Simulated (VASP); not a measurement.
# Re in VASP: a series of runs

The runs below take Re through single point, with PBE.

Program: VASP 6.6.1. These are calculated values, not measurements. Logs are shortened: lines on timing, memory, paths and dates and some standing lists are left out, and cuts for length are marked.

## Step 1: The cell of the first run

It takes space group I4/mmm (No. 139, tetragonal). The conventional cell has a = 2.877 Å, b = 2.877 Å, c = 3.950 Å, α = 90.00°, β = 90.00°, γ = 90.00°. Within 3.7 Å of Re (site symmetry 4/mmm) lie 12 Re at 2.84 to 2.88 Å.

## Step 2: Single point, PBE (equal xx and yy strain of +3 %)

File INCAR:

```
ALGO = Normal
EDIFF = 1E-6
ENCUT = 520
GGA = PE
ISIF = 2
ISMEAR = -1
LASPH = T
LCHARG = F
LREAL = F
LWAVE = F
NBANDS = 10
NELM = 80
PREC = Accurate
SIGMA = 0.03
```

File KPOINTS:

```
k-points
0
Gamma
  14 14 14
```

File POSCAR:

```
Re
1.0
    0.0000000000      2.0342500000      1.9750000000
    2.0342500000      0.0000000000      1.9750000000
    2.0342500000      2.0342500000      0.0000000000
Re
1
Direct
    0.0000000000      0.0000000000      0.0000000000
```

Potentials or basis: VASP PAW PBE potentials, release 64 (Re).

The run is started by

```
cat potpaw_PBE.64/Re/POTCAR > POTCAR
mpirun -np 1 vasp_std > vasp.out
```

OUTCAR:

```text
EDIFF = 1E-6
   ENCUT = 520
   GGA = PE
   ISIF = 2
   ISMEAR = -1
   LASPH = T
   LREAL = F
   NELM = 80
   PREC = Accurate

 ion  position               nearest neighbor table
   1  0.000  0.000  0.000-

  LATTYP: Found a body centered tetragonal cell.
 ALAT       =     2.8768639393
 C/A-ratio  =     1.3730228761

  Lattice vectors:

 A1 = (   0.0000000000,  -2.0342500000,  -1.9750000000)
 A2 = (   0.0000000000,   2.0342500000,  -1.9750000000)
 A3 = (   2.0342500000,   0.0000000000,   1.9750000000)

Analysis of symmetry for initial positions (statically):
=====================================================================
 Subroutine PRICEL returns:
 Original cell was already a primitive cell.

 Routine SETGRP: Setting up the symmetry group for a
 body centered tetragonal supercell.

 Subroutine GETGRP returns: Found 16 space group operations
 (whereof 16 operations were pure point group operations)
 out of a pool of 16 trial point group operations.

The static configuration has the point symmetry D_4h.

Analysis of symmetry for dynamics (positions and initial velocities):
=====================================================================
 Subroutine PRICEL returns:
 Original cell was already a primitive cell.

 Routine SETGRP: Setting up the symmetry group for a
 body centered tetragonal supercell.

 Subroutine GETGRP returns: Found 16 space group operations
 (whereof 16 operations were pure point group operations)
 out of a pool of 16 trial point group operations.

The dynamic configuration has the point symmetry D_4h.

 Subroutine INISYM returns: Found 16 space group operations
 (whereof 16 operations are pure point group operations),
 and found     1 'primitive' translations

----------------------------------------------------------------------------------------

                                     Primitive cell

  volume of cell :      16.3458

  direct lattice vectors                    reciprocal lattice vectors
     0.000000000  2.034250000  1.975000000    -0.245790832  0.245790832  0.253164557
     2.034250000  0.000000000  1.975000000     0.245790832 -0.245790832  0.253164557
     2.034250000  2.034250000  0.000000000     0.245790832  0.245790832 -0.253164557

  length of vectors
     2.835277422  2.835277422  2.876863939     0.430021580  0.430021580  0.430021580

  position of ions in fractional coordinates (direct lattice)
     0.000000000  0.000000000  0.000000000

  ion indices of the primitive-cell ions
   primitive index   ion index
                 1           1

----------------------------------------------------------------------------------------

 KPOINTS: k-points

Automatic generation of k-mesh.
 Grid dimensions read from file:
 generate k-points for:   14   14   14

 Generating k-lattice:

  Cartesian coordinates                     Fractional coordinates (reciprocal lattice)
    -0.017556488  0.017556488  0.018083183     0.071428571  0.000000000  0.000000000
     0.017556488 -0.017556488  0.018083183     0.000000000  0.071428571  0.000000000
     0.017556488  0.017556488 -0.018083183     0.000000000  0.000000000  0.071428571

  Length of vectors
     0.030715827  0.030715827  0.030715827

  Shift w.r.t. Gamma in fractional coordinates (k-lattice)
     0.000000000  0.000000000  0.000000000

 Subroutine IBZKPT returns following result:
 ===========================================

 Found    244 irreducible k-points:

 Following reciprocal coordinates:
            Coordinates               Weight
  0.000000  0.000000  0.000000      1.000000
  0.071429 -0.000000  0.000000      8.000000
  0.142857 -0.000000  0.000000      8.000000
  0.214286 -0.000000  0.000000      8.000000
  0.285714 -0.000000  0.000000      8.000000
  0.357143 -0.000000  0.000000      8.000000
[... 16 lines left out ...]
  0.214286  0.142857  0.000000      8.000000
  0.285714  0.142857  0.000000      8.000000
 [... further k-points ...]
   k-points           NKPTS =    244   k-points in BZ     NKDIM =    244   number of bands    NBANDS=     10
   number of dos      NEDOS =    301   number of ions     NIONS =      1
   total plane-waves  NPLWV =  13824
   dimension x,y,z NGX =    24 NGY =   24 NGZ =   24
   dimension x,y,z NGXF=    48 NGYF=   48 NGZF=   48
   ions per type =               1
   NGX,Y,Z   is equivalent  to a cutoff of  14.07, 14.07, 13.87 a.u.
   NGXF,Y,Z  is equivalent  to a cutoff of  28.14, 28.14, 27.74 a.u.
 SYSTEM =  unknown system
   PREC   = accura    normal or accurate (medium, high low for compatibility)
   ISTART =      0    job   : 0-new  1-cont  2-samecut
   ICHARG =      2    charge: 1-file 2-atom 10-const
   ISPIN  =      1    spin polarized calculation?
   LNONCOLLINEAR =      F non collinear calculations
   LSORBIT =      F    spin-orbit coupling
   LASPH  =      T    aspherical Exc in radial PAW
   ENCUT  =  520.0 eV  38.22 Ry    6.18 a.u.   5.27  5.27  5.35*2*pi/ulx,y,z
   NELM   =     80;   NELMIN=  2; NELMDL= -5     # of ELM steps
   EDIFF  = 0.1E-05   stopping-criterion for ELM
   LREAL  =      F    real-space projection
   EDIFFG = 0.1E-04   stopping-criterion for IOM
   NSW    =      0    number of steps for IOM
   IBRION =     -1    ionic relax: 0-MD 1-quasi-New 2-CG
   NFREE  =      0    steps in history (QN), initial steepest desc. (CG)
   ISIF   =      2    stress and relaxation
   ISYM   =      2    0-nonsym 1-usesym 2-fastsym
   POTIM  = 0.5000    time-step for ionic-motion
   TEBEG  =    0.0;   TEEND  =   0.0 temperature during run
   PSTRESS=    0.0 pullay stress
   NELECT =       7.0000    total number of electrons
   NUPDOWN=      -1.0000    fix difference up-down
   EMIN   =  10.00;   EMAX   =-10.00  energy-range for DOS
   EFERMI =   0.00;   METHOD = LEGACY
   ISMEAR =    -1;   SIGMA  =   0.03  broadening in eV -4-tet -1-fermi 0-gaus
   EFERMI_NEDOS =   21; number of points for ismear=-14 and -15
   IALGO  =     38    algorithm
   IMIX   =      4    mixing-type and parameters
     AMIX     =   0.40;   BMIX     =  1.00
     AMIX_MAG =   1.60;   BMIX_MAG =  1.00
  volume/ion in A,a.u.               =      16.35       110.31
  Fermi-wavevector in a.u.,A,eV,Ry     =   1.233973  2.331871 20.717441  1.522689
  Thomas-Fermi vector in A             =   2.368682
   LORBIT       =      0    0 simple, 1 ext, 2 COOP (PROOUT), +10 PAW based schemes
   GGA     = PE    functional components
   LHFCALC =     F    Hartree Fock is set to
   AEXX    =    0.0000 exact exchange contribution
   IVDW    =     0    specifies the selected vdW correction
   LEPSILON=     F    determine dielectric tensor
   LRPA    =     F    only Hartree local field effects (RPA)
 non-spin polarized calculation
  energy-cutoff  :      520.00
  volume of cell :       16.35
 maximum number of plane-waves:       455
 NGX is ok and might be reduce to    24
   NGX = 11   NGY = 11   NGZ = 11

 number of electron       7.0000000 magnetization

 Free energy of the ion-electron system (eV)
  ---------------------------------------------------
  ext. energy  EPLUGINS =         0.00000000
  ---------------------------------------------------
  free energy    TOTEN  =       -12.23138783 eV

  energy without entropy =      -12.22745252  energy(sigma->0) =      -12.22942018

 E-fermi :   6.8943     XC(G=0): -13.1560

 val. band max:        6.8880755464   @ k =  -0.3571   0.2857   0.2143
 cond. band min:       6.8951151756   @ k =   0.2857   0.2143   0.0000
 fundamental gap:      0.0070396292
 Fermi energy:         6.8942741774

 k-point     1 :       0.0000    0.0000    0.0000
  band No.  band energies     occupation
      1      -2.4993      2.00000
      2       5.1220      2.00000
      3       5.1220      2.00000
      4       5.4984      2.00000
      5       7.7029      0.00000
      6       8.1895      0.00000
      7      20.7052      0.00000
      8      25.4699      0.00000
      9      25.4699      0.00000
     10      26.3689      0.00000

 k-point     2 :       0.0714   -0.0000    0.0000
  band No.  band energies     occupation
      1      -2.2890      2.00000
      2       5.0477      2.00000
      3       5.2164      2.00000
      4       5.5326      2.00000
      5       7.6449      0.00000
      6       8.1080      0.00000
      7      21.1002      0.00000
      8      24.6580      0.00000
      9      25.8366      0.00000
     10      26.4772      0.00000

 k-point     3 :       0.1429   -0.0000    0.0000
  band No.  band energies     occupation
      1      -1.6919      2.00000
      2       4.7741      2.00000
      3       5.4247      2.00000
      4       5.7141      2.00000
      5       7.5737      0.00000
      6       7.9550      0.00000
      7      22.0535      0.00000
      8      23.0326      0.00000
      9      26.8824      0.00000
     10      27.4843      0.00000

 k-point     4 :       0.2143   -0.0000    0.0000
  band No.  band energies     occupation
      1      -0.8298      2.00000
      2       4.5064      2.00000
      3       5.5199      2.00000
      4       5.8606      2.00000
      5       7.7720      0.00000
      6       7.9962      0.00000
      7      21.1262      0.00000
      8      23.3626      0.00000
      9      28.4497      0.00000
     10      29.0385      0.00000
[... 222 lines left out ...]
 k-point    22 :       0.1429    0.1429    0.0000
  band No.  band energies     occupation
      1      -1.3750      2.00000
      2       4.5473      2.00000
      3       5.7742      2.00000
      4       5.7742      2.00000
      5       7.1631      0.00026
      6       8.0865      0.00000
      7      22.7887      0.00000
      8      24.1676      0.00000
      9      25.9359      0.00000
     10      25.9359      0.00000

 k-point    23 :       0.2143    0.1429    0.0000
  band No.  band energies     occupation
      1      -0.6950      2.00000
      2       4.1315      2.00000
      3       6.0077      2.00000
      4       6.0660      2.00000
      5       6.9326      0.43578
      6       8.3276      0.00000
      7      23.0316      0.00000
      8      23.9110      0.00000
      9      26.1212      0.00000
     10      26.7142      0.00000

 k-point    24 :       0.2857    0.1429    0.0000
  band No.  band energies     occupation
      1       0.1734      2.00000
      2       3.8380      2.00000
      3       5.6716      2.00000
      4       6.1413      2.00000
      5       7.5694      0.00000
      6       8.8257      0.00000
      7      21.3929      0.00000
      8      24.4846      0.00000
      9      26.1668      0.00000
     10      27.2243      0.00000

 [... further k-points ...]

------------------------ aborting loop because EDIFF is reached ----------------------------------------

  FORCE on cell =-STRESS in cart. coord.  units (eV):
  Direction    XX          YY          ZZ          XY          YZ          ZX
  --------------------------------------------------------------------------------------
  -------------------------------------------------------------------------------------
  Total       -2.8417938     -2.8417938     -2.4014442      0.0000000      0.0000000      0.0000000
  in kB     -278.5463016   -278.5463016   -235.3842184      0.0000000      0.0000000      0.0000000
  external PRESSURE =    -264.1589405 kB  Pullay stress =       0.0000000 kB

 VOLUME and BASIS-vectors are now :
 -----------------------------------------------------------------------------
  energy-cutoff  :      520.00
  volume of cell :       16.35
      direct lattice vectors                 reciprocal lattice vectors
     0.000000000  2.034250000  1.975000000    -0.245790832  0.245790832  0.253164557
     2.034250000  0.000000000  1.975000000     0.245790832 -0.245790832  0.253164557
     2.034250000  2.034250000  0.000000000     0.245790832  0.245790832 -0.253164557

 POSITION                                       TOTAL-FORCE (eV/Angst)
 -----------------------------------------------------------------------------------
      0.00000      0.00000      0.00000         0.000000      0.000000      0.000000
 -----------------------------------------------------------------------------------
    total drift:                               -0.000000      0.000000      0.000000

  FREE ENERGIE OF THE ION-ELECTRON SYSTEM (eV)
  ---------------------------------------------------
  free  energy   TOTEN  =       -12.2313878332 eV

  energy  without entropy=      -12.2274525193  energy(sigma->0) =      -12.22942018
```

It took 21 s on 1 thread of Intel Xeon Platinum 8375C at 2.90GHz (Ice Lake), shared host; peak memory 0.17 GiB.

What came out:

```
Free energy            : -12.2314 eV
Pressure               : -26.4 GPa
Band gap on the k mesh : zero (an odd number of electrons rules out a gap without spin polarisation)
```

Levels at points of the mesh, in eV from the Fermi level:
```
           k point  band 1  band 2  band 3  band 4  band 5  band 6  band 7
(0.00, 0.00, 0.00)   -9.39   -1.77   -1.77   -1.40    0.81    1.30   13.81
(0.50, 0.00, 0.00)   -6.14   -2.02   -1.61    0.09    3.10    3.34    8.52
(0.50, 0.50, 0.00)   -5.92   -5.19    2.79    3.16    3.86    3.86   11.13
(0.50, 0.00, 0.50)   -5.96   -5.14    2.22    3.16    3.65    4.02   10.99
```

Caveat: the cell differs from its parent crystal (equal xx and yy strain of +3 %); the cell stands under tension; spin-orbit coupling is left out, which moves the levels of the heavy elements.

(Continued in part 2 of 2.)
